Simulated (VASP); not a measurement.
Write the native input for VASP 6.6.1 that does the following.

```yaml
Task: single point
Functional: PBE
Potentials_or_basis: VASP PAW PBE potentials, release 64 (Al, Ni, Co)
Cutoff: 520 eV
k_mesh: 10 × 10 × 10
Occupations: gaussian, width 0.1 eV
Spin: collinear spin, ferromagnetic start
Starting_moments: "[0.0, 0.0, 0.0, 0.0, 0.12, 0.35, 0.35, 0.35] μB"
Dipole_correction: no
Further_INCAR_settings: ALGO = Normal; EDIFF = 1e-06; NBANDS = 38
```

The structure of Al4Co3Ni lies in POSCAR:

```
Al4Co3Ni
1.0
   -2.9579384889      2.9579384889      2.9579384889
    2.9579384889     -2.9579384889      2.9579384889
    2.9579384889      2.9579384889     -2.9579384889
Al Ni Co
4 1 3
Direct
    0.0000000000      0.5000000000      0.0000000000
    0.5000000000      0.0000000000      0.0000000000
    0.5000000000      0.5000000000      0.5000000000
    0.0000000000      0.0000000000      0.5000000000
    0.0000000000      0.0000000000      0.0000000000
    0.5000000000      0.0000000000      0.5000000000
    0.0000000000      0.5000000000      0.5000000000
    0.5000000000      0.5000000000      0.0000000000
```

The input as run:

INCAR

```
SYSTEM = Al4Co3Ni
  ALGO = Normal
  EDIFF = 1E-6
  ENCUT = 520
  GGA = PE
  ISIF = 2
  ISMEAR = 0
  ISPIN = 2
  LASPH = .True.
  LCHARG = .False.
  LMAXMIX = 4
  LORBIT = 11
  LREAL = .False.
  LWAVE = .False.
  MAGMOM = 0 0 0 0 0.12 0.35 0.35 0.35
  NBANDS = 38
  NELM = 150
  PREC = Accurate
  SIGMA = 0.1
```

KPOINTS

```
k-points
0
Gamma
  10 10 10
  0 0 0
```

Potentials or basis: VASP PAW PBE potentials, release 64 (Al, Ni, Co).

The run is started by

```bash
$ cat potpaw_PBE.64/Al/POTCAR potpaw_PBE.64/Ni/POTCAR potpaw_PBE.64/Co/POTCAR > POTCAR
$ mpirun -np 1 vasp_std > vasp.out
```

It gave:

```json
{
 "Pressure": "-13.2 GPa",
 "Net moment": "1.24 μB per cell",
 "Site moments": "Al -0.01; Ni +0.12; Co +0.43 μB",
 "Valence electrons inside the program's atomic spheres": "Al 0.77; Ni 9.32; Co 8.26"
}
```

Caveat: the cell stands under tension.

Wall time 9.2 min on 1 thread of Intel(R) Xeon(R) Platinum 8259CL CPU @ 2.50GHz (Skylake/Cascade Lake) (shared host), peak memory 0.47 GiB.
